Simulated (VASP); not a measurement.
A run of VASP 6.6.1 is set up as follows.

INCAR

```
SYSTEM = Ru
ALGO = Fast
EDIFF = 1E-6
ENCUT = 520
GGA = PS
ISIF = 2
ISMEAR = 0
LASPH = .TRUE.
LCHARG = .FALSE.
LREAL = .FALSE.
LWAVE = .FALSE.
NBANDS = 21
NELM = 100
PREC = Accurate
SIGMA = 0.15
```

File KPOINTS:

```
k-points
0
G
  18 18 10
  0 0 0
```

The input POSCAR:

```
Ru
1.0
    2.6539119460      0.0000000000      0.0000000000
   -1.3269559730      2.2983551647      0.0000000000
    0.0000000000      0.0000000000      4.2523798378
Ru
2
Direct
    0.3433576522      0.6867153044      0.2500000000
    0.6566423478      0.3132846956      0.7500000000
```

Potentials or basis: VASP PAW PBE potentials, release 64 (Ru_pv).

Run with:

```console
$ cat potpaw_PBE.64/Ru_pv/POTCAR > POTCAR
$ mpirun -np 1 vasp_std > vasp.out
```

(1) Estimate the pressure.

(2) Estimate the largest force.

(3) Estimate the band gap on the k mesh.

Results:

(1) 10.2 GPa.

(2) 0.714 eV/Å.

(3) zero (bands 14 and 15 overlap by 3.40 eV).

Caveat: the cell differs from its parent crystal (atoms displaced along a vibrational mode, the cell strained); the cell stands under pressure; the PAW data sets were made with another functional, which shifts forces and pressure a little.
